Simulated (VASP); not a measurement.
# SiSe (P-6m2) in VASP: further runs, part 2 of 2

VASP 6.6.1. Earlier steps stand in the parts before.

## 4. Single point, HF

This run uses another cell than the first one, of 21.88 Å³/atom.

The input, POSCAR:

```
SiSe
1.0
    3.7169629514      0.0000000000      0.0000000000
   -1.8584814757      3.2189843409      0.0000000000
    0.0000000000      0.0000000000      3.6572160446
Si Se
1 1
Direct
    0.6666666667      0.3333333333      0.5000000000
    0.0000000000      0.0000000000      0.0000000000
```

The input, INCAR.step1:

```
PREC = Accurate
ENCUT = 520
EDIFF = 1E-5
ISMEAR = -1
SIGMA = 0.05
LREAL = False
LASPH = True
NELM = 60
ALGO = Normal
ISIF = 2
LWAVE = True
GGA = PE
NBANDS = 12
```

The input, INCAR.step2:

```
PREC = Accurate
ENCUT = 520
EDIFF = 1E-7
ISMEAR = -1
SIGMA = 0.05
LREAL = False
LASPH = True
NELM = 60
ALGO = Normal
ISIF = 2
LWAVE = False
LCHARG = True
GGA = PE
LHFCALC = True
AEXX = 1.0
ALDAC = 0.0
AGGAC = 0.0
PRECFOCK = Normal
LELF = True
LVHAR = True
ISTART = 1
NBANDS = 12
```

The input, KPOINTS:

```
regular mesh
0
Gamma
  5 5 4
```

Potentials or basis: VASP PAW PBE potentials, release 64 (Si, Se).

Run with:

```bash
cat potpaw_PBE.64/Si/POTCAR potpaw_PBE.64/Se/POTCAR > POTCAR
cp INCAR.step1 INCAR
mpirun -np 1 vasp_std > vasp.out
cp INCAR.step2 INCAR
mpirun -np 1 vasp_std > vasp.out
```

OUTCAR:

```text
PREC = Accurate
   ENCUT = 520
   EDIFF = 1E-7
   ISMEAR = -1
   LREAL = False
   LASPH = True
   NELM = 60
   ISIF = 2
   GGA = PE
   LHFCALC = True
   AEXX = 1.0
   PRECFOCK = Normal
   ISTART = 1

 ion  position               nearest neighbor table
   1  0.667  0.333  0.500-   2 2.82   2 2.82   2 2.82   2 2.82   2 2.82   2 2.82
   2  0.000  0.000  0.000-   1 2.82   1 2.82   1 2.82   1 2.82   1 2.82   1 2.82

  LATTYP: Found a hexagonal cell.
 ALAT       =     3.7169629514
 C/A-ratio  =     0.9839258805

  Lattice vectors:

 A1 = (   3.7169629514,   0.0000000000,   0.0000000000)
 A2 = (  -1.8584814757,   3.2189843409,   0.0000000000)
 A3 = (   0.0000000000,   0.0000000000,   3.6572160446)

Analysis of symmetry for initial positions (statically):
=====================================================================
 Subroutine PRICEL returns:
 Original cell was already a primitive cell.

 Routine SETGRP: Setting up the symmetry group for a
 hexagonal supercell.

 Subroutine GETGRP returns: Found 12 space group operations
 (whereof 12 operations were pure point group operations)
 out of a pool of 24 trial point group operations.

The static configuration has the point symmetry D_3h.

Analysis of symmetry for dynamics (positions and initial velocities):
=====================================================================
 Subroutine PRICEL returns:
 Original cell was already a primitive cell.

 Routine SETGRP: Setting up the symmetry group for a
 hexagonal supercell.

 Subroutine GETGRP returns: Found 12 space group operations
 (whereof 12 operations were pure point group operations)
 out of a pool of 24 trial point group operations.

The dynamic configuration has the point symmetry D_3h.

 Subroutine INISYM returns: Found 12 space group operations
 (whereof 12 operations are pure point group operations),
 and found     1 'primitive' translations

----------------------------------------------------------------------------------------

                                     Primitive cell

  volume of cell :      43.7580

  direct lattice vectors                    reciprocal lattice vectors
     3.716962951  0.000000000  0.000000000     0.269036849  0.155328497  0.000000000
    -1.858481476  3.218984341  0.000000000     0.000000000  0.310656994  0.000000000
     0.000000000  0.000000000  3.657216045     0.000000000  0.000000000  0.273432028

  length of vectors
     3.716962951  3.716962951  3.657216045     0.310656994  0.310656994  0.273432028

  position of ions in fractional coordinates (direct lattice)
     0.666666667  0.333333333  0.500000000
     0.000000000  0.000000000  0.000000000

  ion indices of the primitive-cell ions
   primitive index   ion index
                 1           1
                 2           2

----------------------------------------------------------------------------------------

 KPOINTS: regular mesh
[... 41 lines left out ...]
   number of dos      NEDOS =    301   number of ions     NIONS =      2
   total plane-waves  NPLWV =  21952
   dimension x,y,z NGX =    28 NGY =   28 NGZ =   28
   dimension x,y,z NGXF=    56 NGYF=   56 NGZF=   56
   ions per type =               1   1
   NGX,Y,Z   is equivalent  to a cutoff of  12.52, 12.52, 12.73 a.u.
   NGXF,Y,Z  is equivalent  to a cutoff of  25.05, 25.05, 25.46 a.u.
 SYSTEM =  unknown system
   PREC   = accura    normal or accurate (medium, high low for compatibility)
   ISTART =      1    job   : 0-new  1-cont  2-samecut
   ICHARG =      0    charge: 1-file 2-atom 10-const
   ISPIN  =      1    spin polarized calculation?
   LNONCOLLINEAR =      F non collinear calculations
   LSORBIT =      F    spin-orbit coupling
   LASPH  =      T    aspherical Exc in radial PAW
   ENCUT  =  520.0 eV  38.22 Ry    6.18 a.u.   6.91  6.91  6.80*2*pi/ulx,y,z
   NELM   =     60;   NELMIN=  2; NELMDL=  0     # of ELM steps
   EDIFF  = 0.1E-06   stopping-criterion for ELM
   LREAL  =      F    real-space projection
   EDIFFG = 0.1E-05   stopping-criterion for IOM
   NSW    =      0    number of steps for IOM
   IBRION =     -1    ionic relax: 0-MD 1-quasi-New 2-CG
   NFREE  =      0    steps in history (QN), initial steepest desc. (CG)
   ISIF   =      2    stress and relaxation
   ISYM   =      3    0-nonsym 1-usesym 2-fastsym
   POTIM  = 0.5000    time-step for ionic-motion
   TEBEG  =    0.0;   TEEND  =   0.0 temperature during run
   PSTRESS=    0.0 pullay stress
   NELECT =      10.0000    total number of electrons
   NUPDOWN=      -1.0000    fix difference up-down
   EMIN   =  10.00;   EMAX   =-10.00  energy-range for DOS
   EFERMI =   0.00;   METHOD = LEGACY
   ISMEAR =    -1;   SIGMA  =   0.05  broadening in eV -4-tet -1-fermi 0-gaus
   EFERMI_NEDOS =   21; number of points for ismear=-14 and -15
   IALGO  =     38    algorithm
   IMIX   =      1    mixing-type and parameters
     AMIX     =   0.40;   BMIX     =  1.00
     AMIX_MAG =   1.60;   BMIX_MAG =  1.00
  volume/ion in A,a.u.               =      21.88       147.65
  Fermi-wavevector in a.u.,A,eV,Ry     =   1.000896  1.891419 13.630217  1.001793
  Thomas-Fermi vector in A             =   2.133282
   LORBIT       =      0    0 simple, 1 ext, 2 COOP (PROOUT), +10 PAW based schemes
   GGA     = PE    functional components
   LHFCALC =     T    Hartree Fock is set to
   PRECFOCK=normal    Normal, Fast or Accurate (Low or Medium for compatibility)
   ENCUT4O =  -1.0   cutoff for four orbital integrals eV
   NKREDX  =     1    reduce k-point grid by
   NKREDY  =     1    reduce k-point grid by
   NKREDZ  =     1    reduce k-point grid by
   AEXX    =    1.0000 exact exchange contribution
   HFSCREEN=    0.0000 screening length (either q_TF or 0.3 A-1)
   HFSCREENC=   0.0000 screening length for correlation (either q_TF or 0.3 A-1)
   ENCUTFOCK=  -1.0 apply spherical cutoff to Coloumb kernel
   IVDW    =     0    specifies the selected vdW correction
   LEPSILON=     F    determine dielectric tensor
   LRPA    =     F    only Hartree local field effects (RPA)
 non-spin polarized calculation
  energy-cutoff  :      520.00
  volume of cell :       43.76
 maximum number of plane-waves:      1190
 NGX is ok and might be reduce to    28
  NGX = 24; NGY = 24; NGZ = 24

 number of electron      10.0000001 magnetization

 Free energy of the ion-electron system (eV)
  ---------------------------------------------------
  ext. energy  EPLUGINS =         0.00000000
  ---------------------------------------------------
  free energy    TOTEN  =       -16.34438631 eV

  energy without entropy =      -16.34094428  energy(sigma->0) =      -16.34266530

 E-fermi :   6.7848     XC(G=0):   0.0000

 val. band max:        5.5562038187   @ k =   0.2000   0.2000   0.5000
 cond. band min:       6.9047294859   @ k =   0.2000  -0.0000   0.2500
 fundamental gap:      1.3485256672
 Fermi energy:         6.7848347224

 k-point     1 :       0.0000    0.0000    0.0000
  band No.  band energies     occupation
      1     -16.9841      2.00000
      2      -2.5635      2.00000
      3      -0.6540      2.00000
      4       1.0662      2.00000
      5       1.0662      2.00000
      6      12.5109      0.00000
      7      12.5109      0.00000
      8      13.6773      0.00000
      9      17.4952      0.00000
     10      18.2173      0.00000
     11      21.9316      0.00000
     12      21.9316      0.00000
[... 196 lines left out ...]
 k-point    15 :       0.4000    0.2000    0.5000
  band No.  band energies     occupation
      1     -13.7877      2.00000
      2      -5.7796      2.00000
      3      -3.8032      2.00000
      4      -3.3750      2.00000
      5      -0.4931      2.00000
      6       4.0600      2.00000
      7      14.7766      0.00000
      8      15.7280      0.00000
      9      20.6339      0.00000
     10      21.3824      0.00000
     11      24.0200      0.00000
     12      25.1797      0.00000

------------------------ aborting loop because EDIFF is reached ----------------------------------------

  FORCE on cell =-STRESS in cart. coord.  units (eV):
  Direction    XX          YY          ZZ          XY          YZ          ZX
  --------------------------------------------------------------------------------------
  -------------------------------------------------------------------------------------
  Total       -0.2666048     -0.2666048     -0.3195160      0.0000000     -0.0000000      0.0000000
  in kB       -9.7615958     -9.7615958    -11.6989104      0.0000000     -0.0000000      0.0000000
  external PRESSURE =     -10.4073674 kB  Pullay stress =       0.0000000 kB

 VOLUME and BASIS-vectors are now :
 -----------------------------------------------------------------------------
  energy-cutoff  :      520.00
  volume of cell :       43.76
      direct lattice vectors                 reciprocal lattice vectors
     3.716962951  0.000000000  0.000000000     0.269036849  0.155328497  0.000000000
    -1.858481476  3.218984341  0.000000000     0.000000000  0.310656994  0.000000000
     0.000000000  0.000000000  3.657216045     0.000000000  0.000000000  0.273432028

 POSITION                                       TOTAL-FORCE (eV/Angst)
 -----------------------------------------------------------------------------------
      1.85848      1.07299      1.82861         0.000000      0.000000      0.000000
      0.00000      0.00000      0.00000        -0.000000      0.000000      0.000000
 -----------------------------------------------------------------------------------
    total drift:                                0.000000     -0.000000     -0.000000

  FREE ENERGIE OF THE ION-ELECTRON SYSTEM (eV)
  ---------------------------------------------------
  free  energy   TOTEN  =       -16.3443863111 eV

  energy  without entropy=      -16.3409442793  energy(sigma->0) =      -16.34266530
```

It took 12 min on 1 thread of Intel Xeon Platinum 8259CL at 2.50GHz (Skylake/Cascade Lake), shared host; peak memory 0.17 GiB.

What came out:

| Property | Result |
| --- | --- |
| Free energy | -16.3444 eV |
| Pressure | -1.0 GPa |
| Band gap on the k mesh | zero (bands 5 and 6 overlap by 5.62 eV) |

Caveat: the k points lie up to 0.43 Å⁻¹ apart, too coarse for converged energies and pressures of a metal; the PAW data sets were made with another functional, which shifts forces and pressure a little.

## 5. Single point, PBE-based screened hybrid with 25 % exact exchange

This run uses another cell than the first one, of 20.14 Å³/atom.

The input, POSCAR:

```
SiSe
1.0
    3.5952000000      0.0000000000      0.0000000000
   -1.7976000000      3.1135300000      0.0000000000
    0.0000000000      0.0000000000      3.5987300000
Si Se
1 1
Direct
    0.6666700000      0.3333300000      0.5000000000
    0.0000000000      0.0000000000      0.0000000000
```

The input, INCAR.step1:

```
ALGO = Normal
EDIFF = 1E-5
ENCUT = 520
GGA = PE
ISIF = 2
ISMEAR = -1
LASPH = T
LCHARG = F
LREAL = F
LWAVE = T
NBANDS = 12
NELM = 100
PREC = Accurate
SIGMA = 0.05
```

The input, INCAR.step2:

```
AEXX = 0.25
ALGO = Normal
EDIFF = 1E-6
ENCUT = 520
GGA = PE
HFSCREEN = 0.3
ISIF = 2
ISMEAR = -1
ISTART = 1
LASPH = T
LCHARG = F
LHFCALC = T
LREAL = F
LWAVE = F
NBANDS = 12
NELM = 100
PREC = Accurate
PRECFOCK = Normal
SIGMA = 0.05
```

The input, KPOINTS:

```
k-points
0
Gamma
  5 5 4
```

Run with:

```bash
cat potpaw_PBE.64/Si/POTCAR potpaw_PBE.64/Se/POTCAR > POTCAR
cp INCAR.step1 INCAR
mpirun -np 1 vasp_std > vasp.out
cp INCAR.step2 INCAR
mpirun -np 1 vasp_std > vasp.out
```

Run time: 19 min. Hardware: 1 thread of Intel Xeon Platinum 8259CL at 2.50GHz (Skylake/Cascade Lake), shared host; peak memory 0.28 GiB.

It converged, with:

| Item | Value |
| --- | --- |
| Free energy | -9.7726 eV |
| Pressure | -2.6 GPa |
| Band gap on the k mesh | zero (bands 5 and 6 overlap by 3.22 eV) |

Stress tensor (GPa, compression positive):
```
-2.09  0.00  0.00
 0.00 -2.09  0.00
 0.00  0.00 -3.68
```

Levels at points of the mesh, in eV from the Fermi level:
```tsv
k point	band 1	band 2	band 3	band 4	band 5	band 6	band 7	band 8	band 9	band 10
(0.00, 0.00, 0.00)	-17.09	-5.36	-4.37	-2.36	-2.36	3.05	3.05	3.63	7.25	8.30
(0.00, 0.00, 0.50)	-15.75	-11.22	-1.21	-1.21	1.66	2.11	2.87	2.87	7.68	7.68
```

Caveat: the k points lie up to 0.44 Å⁻¹ apart, too coarse for converged energies and pressures of a metal; the PAW data sets were made with another functional, which shifts forces and pressure a little.

## 6. Summary

```tsv
level	cell	share of exact exchange	screening parameter	gap on the mesh (eV)	pressure (GPa)
PBEsol-based screened hybrid with 25 % exact exchange	a = 3.511, b = 3.511, c = 3.543 Å, angles 90.0, 90.0, 120.0°, 2 atoms	0.25	0.207 1/Å	none	-0.1
PBE-based screened hybrid with 25 % exact exchange	a = 3.558, b = 3.558, c = 3.553 Å, angles 90.0, 90.0, 120.0°, 2 atoms	0.25	0.3 1/Å	none	-0.2
HF	a = 3.717, b = 3.717, c = 3.657 Å, angles 90.0, 90.0, 120.0°, 2 atoms	1	-	none	-1.0
PBE-based screened hybrid with 25 % exact exchange	a = 3.595, b = 3.595, c = 3.599 Å, angles 90.0, 90.0, 120.0°, 2 atoms	0.25	0.3 1/Å	none	-2.6
```

Alike in all rows: task single point; potentials or basis VASP PAW PBE potentials, release 64 (Si, Se); no spin polarisation; k mesh 5 × 5 × 4; cutoff (eV) 520; smearing fermi-dirac 0.05 eV.

Caveats: all runs use coarse meshes; the PAW data sets were made with another functional, which shifts forces and pressure a little.

Total energies depend on the potentials used, so only differences within one code and one set of settings carry meaning.

The gap in the log of VASP goes by the Fermi energy; the results here count the filled bands.